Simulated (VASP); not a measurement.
Wanted: the native input for a VASP 6.6.1 run.

```yaml
Task: single point
Functional: r2SCAN-based global hybrid
Potentials_or_basis: VASP PAW PBE potentials, release 64 (C)
Cutoff: 520 eV
k_mesh: 7 × 7 × 4
Occupations: fermi-dirac, width 0.05 eV
Spin: no spin polarisation
Dipole_correction: no
Grid_for_exact_exchange_PRECFOCK: Normal
Share_of_exact_exchange: 0.35
Further_INCAR_settings: ALGO = Normal; EDIFF = 1e-06; NBANDS = 11
```

C:

```xyz
2
Lattice="2.1273 -1.2283 0.0000 2.1273 1.2283 0.0000 -1.3791 0.0000 3.5028" Properties=species:S:1:pos:R:3 pbc="T T T"
C    -0.6699    0.0000    3.5025
C     3.5455    0.0000    0.0003
```

One way to write it, as run:

POSCAR

```
C
1.0
    2.1273203072     -1.2282824400      0.0000000000
    2.1273203072      1.2282824400      0.0000000000
   -1.3790696309      0.0000000000      3.5028300786
C
2
Direct
    0.1666444700      0.1666444700      0.9999069600
    0.8333555300      0.8333555300      0.0000930400
```

INCAR.step1

```
SYSTEM = C
ALGO = Normal
EDIFF = 1E-5
ENCUT = 520
GGA = PE
ISIF = 2
ISMEAR = -1
LASPH = .TRUE.
LCHARG = .FALSE.
LREAL = .FALSE.
LWAVE = .TRUE.
NBANDS = 11
NELM = 100
PREC = Accurate
SIGMA = 0.05
```

INCAR.step2

```
SYSTEM = C
AEXX = 0.35
ALGO = Normal
EDIFF = 1E-6
ENCUT = 520
ISIF = 2
ISMEAR = -1
ISTART = 1
LASPH = .TRUE.
LCHARG = .FALSE.
LHFCALC = .TRUE.
LMIXTAU = .TRUE.
LREAL = .FALSE.
LWAVE = .FALSE.
METAGGA = R2SCAN
NBANDS = 11
NELM = 100
PREC = Accurate
PRECFOCK = Normal
SIGMA = 0.05
```

KPOINTS

```
k-points
0
G
  7 7 4
  0 0 0
```

Potentials or basis: VASP PAW PBE potentials, release 64 (C).

The run is started by

```console
$ cat potpaw_PBE.64/C/POTCAR > POTCAR
$ cp INCAR.step1 INCAR
$ mpirun -np 1 vasp_std > vasp.out
$ cp INCAR.step2 INCAR
$ mpirun -np 1 vasp_std > vasp.out
```

It gave:

- Pressure: -5.6 GPa
- Largest force: 0.016 eV/Å
- Band gap on the k mesh: 4.03 eV, indirect (least direct gap 4.04 eV)

Caveat: the k points lie up to 0.45 Å⁻¹ apart; the PAW data sets were made with another functional, which shifts forces and pressure a little.

Wall time 6.5 min on 1 thread of Intel(R) Xeon(R) Platinum 8488C (Sapphire Rapids) (shared host), peak memory 0.14 GiB.
